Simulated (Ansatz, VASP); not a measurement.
SnO2: VASP beside Ansatz

Contents of POSCAR:

```
SnO2
1.0
    1.6170930752      0.9336291223      4.8005925840
   -1.6170930752      0.9336291223      4.8005925840
    0.0000000000     -1.8672582446      4.8005925840
Sn O
1 2
Direct
    0.5000000000      0.5000000000      0.5000000000
    0.7628300000      0.7628300000      0.7628300000
    0.2371700000      0.2371700000      0.2371700000
```

Contents of INCAR.step1:

```
SYSTEM = SnO2
PREC = Accurate
ENCUT = 520
ISMEAR = -1
SIGMA = 0.05
LREAL = .False.
LASPH = .True.
NELM = 80
NBANDS = 20
GGA = PE
ALGO = Normal
EDIFF = 1E-4
LWAVE = .True.
LCHARG = .False.
```

File INCAR.step2:

```
SYSTEM = SnO2
PREC = Accurate
ENCUT = 520
EDIFF = 1E-6
ISMEAR = -1
SIGMA = 0.05
LREAL = .False.
LASPH = .True.
NELM = 80
ALGO = Normal
ISIF = 2
LWAVE = .False.
LCHARG = .False.
METAGGA = R2SCAN
LMIXTAU = .True.
NBANDS = 20
ISTART = 1
```

KPOINTS

```
regular mesh
0
Gamma
  10 10 10
  0 0 0
```

File input.yaml:

```yaml
crystal:
  lattice:
    - [1.6170930752, 0.9336291223, 4.800592584]
    - [-1.6170930752, 0.9336291223, 4.800592584]
    - [0.0, -1.8672582446, 4.800592584]
  atoms:
    - { symbol: Sn, position: [0.5, 0.5, 0.5] }
    - { symbol: O, position: [0.76283, 0.76283, 0.76283] }
    - { symbol: O, position: [0.23717, 0.23717, 0.23717] }
hamiltonian:
  xc: r2scan
  pseudopotentials: { kind: paw }
kpoints:
  mp_grid: { grid: [10, 10, 10] }
scf:
  occupations: { method: fermi_dirac, width: 0.05 }
output:
  forces: true
  stress: true
  eigenvalues: true
  write_density: true
  write_potential: true
  elf: true
  volumetric_format: npy
```

Alike in both runs: task single point; functional r2SCAN; k mesh 10 × 10 × 10; occupations fermi-dirac, width 0.05 eV; no spin polarisation.

|  | VASP | Ansatz |
| --- | --- | --- |
| version | VASP 6.6.1 | Ansatz 0.2.0 |
| potentials or method | VASP PAW PBE potentials, release 64 (Sn_d, O) | Ansatz PAW |
| plane-wave cutoff (eV) | 520 | 500 |
| valence electrons in the cell | 26 | 26 |

VASP gave:

```
gap on the k mesh at the Fermi level (eV)                     : 2.43
least direct gap on the mesh (eV)                             : 2.54
pressure (GPa)                                                : -6.3
traceless stress, the component that is largest in VASP (GPa) : 0.51
rms of the force components (eV/Å)                            : 0.261
```

Question: Which values does Ansatz return?

Answer: gap on the k mesh at the Fermi level (eV): 2.43; least direct gap on the mesh (eV): 2.55; pressure (GPa): -7.2; traceless stress, the component that is largest in VASP (GPa): 1.07; rms of the force components (eV/Å): 0.298.

VASP's potentials were made for PBE, not for r2SCAN. Atom by atom the forces differ by 0.037 eV/Å (rms over components).
